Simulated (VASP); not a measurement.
The system is Na.

```
CELL_PARAMETERS angstrom
-2.14100 2.14100 2.14100
2.14100 -2.14100 2.14100
2.14100 2.14100 -2.14100
ATOMIC_POSITIONS crystal
Na 0.00000 0.00000 0.00000
```

- Program: VASP 6.6.1
- Task: relaxation of cell and atoms
- Functional: PBEsol
- Potentials or basis: VASP PAW PBE potentials, release 64 (Na_pv)
- Cutoff: 500 eV
- k mesh: 7 × 7 × 7
- Occupations: methfessel-paxton, width 0.05 eV
- Spin: no spin polarisation

At the start: pressure -0.6 GPa; volume 39.26 Å³/atom.

Where does the relaxation end?

Over 3 steps the energy falls by 5.4 meV/atom and the volume is 36.20 Å³/atom (-7.8 %); space group Im-3m (No. 229, to 0.1 Å) before and after.

Step by step:
```
step  energy change (eV)  largest force (eV/Å)  pressure (GPa)  volume (Å³)
   1              0.0000                0.0000           -0.56        39.26
   2             -0.0024                0.0000           -0.43        38.48
   3             -0.0054                0.0000            0.01        36.20
```

Final structure:
```xyz
1
Lattice="-2.0839 2.0839 2.0839 2.0839 -2.0839 2.0839 2.0839 2.0839 -2.0839" Properties=species:S:1:pos:R:3 pbc="T T T"
Na    0.0000    0.0000    0.0000
```

Caveat: the PAW data sets were made with another functional, which shifts forces and pressure a little.
